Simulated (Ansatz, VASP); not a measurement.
**One calculation of Nb, two programs**

```
Nb
1.0
     2.95639    0.00000    0.00000
    -1.47820    2.56031    0.00000
     0.00000    0.00000    4.78936
Nb
2
Direct
  0.33333 0.66667 0.25000
  0.66667 0.33333 0.75000
```

Alike in both runs: task single point; functional LDA; k mesh 12 × 12 × 6; occupations fermi-dirac, width 0.05 eV; no spin polarisation.

```csv
,VASP,Ansatz
version,VASP 6.6.1,Ansatz 0.2.0
potentials or method,"VASP PAW LDA potentials, release 64 (Nb_sv), cutoff 520 eV","all-electron LAPW, scalar-relativistic"
```

Ansatz gave:

| Quantity | Value |
| --- | --- |
| pressure (GPa) | -4.5 |
| traceless stress, the component that is largest in VASP (GPa) | 5.30 |

Which values does VASP return?

Pressure (GPa): -4.6; traceless stress, the component that is largest in VASP (GPa): 5.30.

LDA's correlation is that of Perdew and Zunger in VASP and of Perdew and Wang (1992) in Ansatz. Ansatz ran all-electron here, and VASP with PAW potentials.
